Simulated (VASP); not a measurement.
A run of VASP 6.6.1:

INCAR

```
SYSTEM = Co4Ge
  ALGO = Normal
  EDIFF = 1E-6
  ENCUT = 520
  GGA = PE
  ISIF = 2
  ISMEAR = 0
  ISPIN = 2
  LASPH = .TRUE.
  LCHARG = .TRUE.
  LELF = .TRUE.
  LMAXMIX = 4
  LORBIT = 11
  LREAL = .FALSE.
  LVHAR = .TRUE.
  LWAVE = .FALSE.
  MAGMOM = 3 3 3 3 0
  NBANDS = 37
  NELM = 150
  PREC = Accurate
  SIGMA = 0.1
```

Contents of KPOINTS:

```
k-points
0
G
  4 4 4
  0 0 0
```

File POSCAR:

```
Co4Ge
1.0
    4.1166306000      0.0000000000      0.0000000000
    0.0000000000      4.1166306000      0.0000000000
    0.0000000000      0.0000000000      4.1166306000
Co Ge
4 1
Direct
    0.5000000000      0.0000000000      0.0000000000
    0.0000000000      0.5000000000      0.0000000000
    0.0000000000      0.0000000000      0.5000000000
    0.5000000000      0.5000000000      0.5000000000
    0.0000000000      0.0000000000      0.0000000000
```

Potentials or basis: VASP PAW PBE potentials, release 64 (Co, Ge_d).

Run with:

```sh
$ cat potpaw_PBE.64/Co/POTCAR potpaw_PBE.64/Ge_d/POTCAR > POTCAR
$ mpirun -np 1 vasp_std > vasp.out
```

Hardware: 1 thread of Intel(R) Xeon(R) Platinum 8259CL CPU @ 2.50GHz (Skylake/Cascade Lake) (shared host).

Q: How long does it take, and how much memory?

A: It took 2.1 min on 1 thread of Intel(R) Xeon(R) Platinum 8259CL CPU @ 2.50GHz (Skylake/Cascade Lake), with other jobs on the host, peak memory 0.2 GiB. Counts: scf iterations 32, k points 10.
